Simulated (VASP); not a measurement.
Write the native input for VASP 6.6.1 that does the following.

```yaml
Task: relaxation of cell and atoms
Functional: PBE
Potentials_or_basis: VASP PAW PBE potentials, release 64 (In_d, O)
Cutoff: 600 eV
k_mesh: 15 × 15 × 4
Occupations: gaussian, width 0.1 eV
Spin: no spin polarisation
Dipole_correction: no
Further_INCAR_settings: ALGO = Normal; EDIFF = 1e-06; IBRION = 2; EDIFFG = -0.01; NSW = 100; ISIF = 3
```

The structure of In2O lies in POSCAR:

```
In2O
1.0
    3.2552322891      0.0000000000      0.0000000000
   -1.6276161445      2.8191138576      0.0000000000
    0.0000000000      0.0000000000     14.2233039498
In O
4 2
Direct
    0.3333333333      0.6666666667      0.6372955508
    0.6666666667      0.3333333333      0.1372955508
    0.6666666667      0.3333333333      0.3627044492
    0.3333333333      0.6666666667      0.8627044492
    0.3333333333      0.6666666667      0.2500000000
    0.6666666667      0.3333333333      0.7500000000
```

The cell was generated, and may not be a known phase.

These files were run (other wordings do the same):

INCAR

```
ALGO = Normal
EDIFF = 1E-6
EDIFFG = -0.01
ENCUT = 600
GGA = PE
IBRION = 2
ISIF = 3
ISMEAR = 0
LASPH = True
LCHARG = False
LREAL = False
LWAVE = False
NELM = 60
NSW = 100
PREC = Accurate
SIGMA = 0.1
```

KPOINTS

```
k-points
0
Gamma
  15 15 4
```

Potentials or basis: VASP PAW PBE potentials, release 64 (In_d, O).

Run with:

```sh
$ cat potpaw_PBE.64/In_d/POTCAR potpaw_PBE.64/O/POTCAR > POTCAR
$ mpirun -np 1 vasp_std > vasp.out
```

It gave:

```
Relaxed volume                        : 21.27 Å³/atom
Relaxed cell                          : a = 3.270 Å, b = 3.270 Å, c = 13.782 Å, α = 90.00°, β = 90.00°, γ = 120.00°
Space group after relaxing (to 0.1 Å) : P6_3/mmc (No. 194)
Energy gained by relaxing             : 2.0 meV/atom
Ionic steps                           : 17
Pressure after relaxing               : 0.0 GPa
Band gap on the k mesh                : zero (bands 32 and 33 overlap by 0.74 eV)
```

Caveat: spin-orbit coupling is left out, which moves the levels of the heavy elements.

Wall time 51 min on 1 thread of Intel(R) Xeon(R) 6975P-C (Granite Rapids), on a shared host, peak memory 0.58 GiB.
